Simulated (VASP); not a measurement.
Lu: single point with PBE

Crystal: Lu.

```
CELL_PARAMETERS angstrom
0.00000 2.37401 2.37401
2.37401 0.00000 2.37401
2.37401 2.37401 0.00000
ATOMIC_POSITIONS crystal
Lu 0.00000 0.00000 0.00000
```

This cell differs from its parent crystal: volume scaled by 0.92.

| Quantity | Value |
| --- | --- |
| Program | VASP 6.6.1 |
| Task | single point |
| Functional | PBE |
| Potentials or basis | VASP PAW PBE potentials, release 64 (Lu) |
| Cutoff | 520 eV |
| k mesh | 15 × 15 × 15 |
| Occupations | fermi-dirac, width 0.1 eV |
| Spin | no spin polarisation |
| Dipole correction | no |
| Further INCAR settings | ALGO = Normal; EDIFF = 1e-07; NBANDS = 18 |

```json
{"Pressure": "4.2 GPa"}
```

Levels at points of the mesh, in eV from the Fermi level:
```tsv
k point	band 10	band 11	band 12	band 13	band 14	band 15
(0.00, 0.00, 0.00)	-4.75	-4.75	-4.75	2.33	2.33	2.33
```

Wall time 67 s on 1 thread of AMD EPYC 7R13 Processor (Zen 3), with other jobs on the host, peak memory 0.18 GiB.

Caveat: spin-orbit coupling is left out, which moves the levels of the heavy elements.
